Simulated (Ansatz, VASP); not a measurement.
MnO: VASP beside Ansatz

INCAR

```
SYSTEM = MnO
PREC = Accurate
ENCUT = 520
EDIFF = 1E-6
ISMEAR = -1
SIGMA = 0.05
LREAL = .False.
LASPH = .True.
NELM = 150
ALGO = Normal
ISIF = 2
LWAVE = .False.
LCHARG = .True.
ISPIN = 2
MAGMOM = 4 0
LORBIT = 11
LMAXMIX = 4
GGA = PS
LELF = .True.
LVHAR = .True.
NBANDS = 20
```

KPOINTS

```
regular mesh
0
Gamma
  9 9 9
  0 0 0
```

POSCAR

```
MnO
1.0
    3.0295689687     -1.7506562310      0.0000000000
    3.0295689687      1.7506562310      0.0000000000
   -2.0235529244      0.0000000000      2.8654273429
Mn O
1 1
Direct
    0.5001990000      0.5001990000      0.5006650000
    0.7498025000      0.7498025000      0.2493360000
```

Contents of input.yaml:

```yaml
crystal:
  lattice:
    - [3.0295689687, -1.750656231, 0.0]
    - [3.0295689687, 1.750656231, 0.0]
    - [-2.0235529244, 0.0, 2.8654273429]
  atoms:
    - { symbol: Mn, position: [0.500199, 0.500199, 0.500665], spin: 4.0 }
    - { symbol: O, position: [0.7498025, 0.7498025, 0.249336] }
hamiltonian:
  xc: pbesol
  pseudopotentials: { kind: paw }
magnetization:
  spin_polarized: true
kpoints:
  mp_grid: { grid: [9, 9, 9] }
scf:
  occupations: { method: fermi_dirac, width: 0.05 }
output:
  forces: true
  stress: true
  eigenvalues: true
```

Alike in both runs: task single point; functional PBEsol; k mesh 9 × 9 × 9; occupations fermi-dirac, width 0.05 eV; collinear spin.

|  | VASP | Ansatz |
| --- | --- | --- |
| version | VASP 6.6.1 | Ansatz 0.2.0 |
| potentials or method | VASP PAW PBE potentials, release 64 (Mn_pv, O) | Ansatz PAW |
| plane-wave cutoff (eV) | 520 | 420 |
| valence electrons in the cell | 19 | 21 |

Ansatz gave:

* gap on the k mesh at the Fermi level (eV): none
* pressure (GPa): -13.0
* traceless stress, the component that is largest in VASP (GPa): -0.14
* net moment per atom (μB): 2.50
* size of the moment on the site where the two differ most (μB): 4.06

Task: Which values does VASP return?

Result: gap on the k mesh at the Fermi level (eV): none; pressure (GPa): -12.8; traceless stress, the component that is largest in VASP (GPa): -0.14; net moment per atom (μB): 2.50; size of the moment on the site where the two differ most (μB): 4.45.

VASP's potentials were made for PBE, not for PBEsol. Site moments also hang on the region over which each program counts them. A gap of «none» marks a metal or a gap that the smearing closes. VASP's potentials hold 19 valence electrons a cell and Ansatz's 21, so a difference there can come from the potentials and not from the codes.
